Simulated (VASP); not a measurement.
Input of a VASP 6.6.1 run:

File INCAR:

```
SYSTEM = MnO
PREC = Accurate ; ENCUT = 600
EDIFF = 1E-6 ; ISMEAR = 0
SIGMA = 0.1 ; LREAL = .False.
LASPH = .True. ; NELM = 150
ALGO = Normal ; ISIF = 3
LWAVE = .False. ; LCHARG = .False.
ISPIN = 2 ; MAGMOM = 4.47 0.26
LORBIT = 11 ; LMAXMIX = 4
GGA = PE ; IBRION = 2
NSW = 100 ; EDIFFG = -0.005
```

File KPOINTS:

```
regular mesh
0
Gamma
  16 16 16
  0 0 0
```

File POSCAR:

```
MnO
1.0
    0.0000000000      2.2230000000      2.2230000000
    2.2230000000      0.0000000000      2.2230000000
    2.2230000000      2.2230000000      0.0000000000
Mn O
1 1
Direct
    0.0000000000      0.0000000000      0.0000000000
    0.5000000000      0.5000000000      0.5000000000
```

Potentials or basis: VASP PAW PBE potentials, release 64 (Mn_pv, O).

Run with:

```bash
$ cat potpaw_PBE.64/Mn_pv/POTCAR potpaw_PBE.64/O/POTCAR > POTCAR
$ mpirun -np 1 vasp_std > vasp.out
```

Problem. Predict the relaxed cell.

Solution. a = 3.141 Å, b = 3.141 Å, c = 3.141 Å, α = 60.00°, β = 60.00°, γ = 60.00°.

Problem. What does it give for the relaxed volume?

Solution. 10.96 Å³/atom.

Problem. What does it give for the net moment?

Solution. 4.76 μB per cell.

Problem. What does it give for the space group after relaxing (to 0.1 Å)?

Solution. Fm-3m (No. 225).

Final structure:
```xyz
2
Lattice="0.0000 2.2213 2.2213 2.2213 0.0000 2.2213 2.2213 2.2213 0.0000" Properties=species:S:1:pos:R:3 pbc="T T T"
Mn    2.2213    4.4425    2.2213
O     2.2213    2.2213    2.2213
```

Caveat: a cell with one magnetic atom can't hold antiferromagnetic order, which such compounds often take.
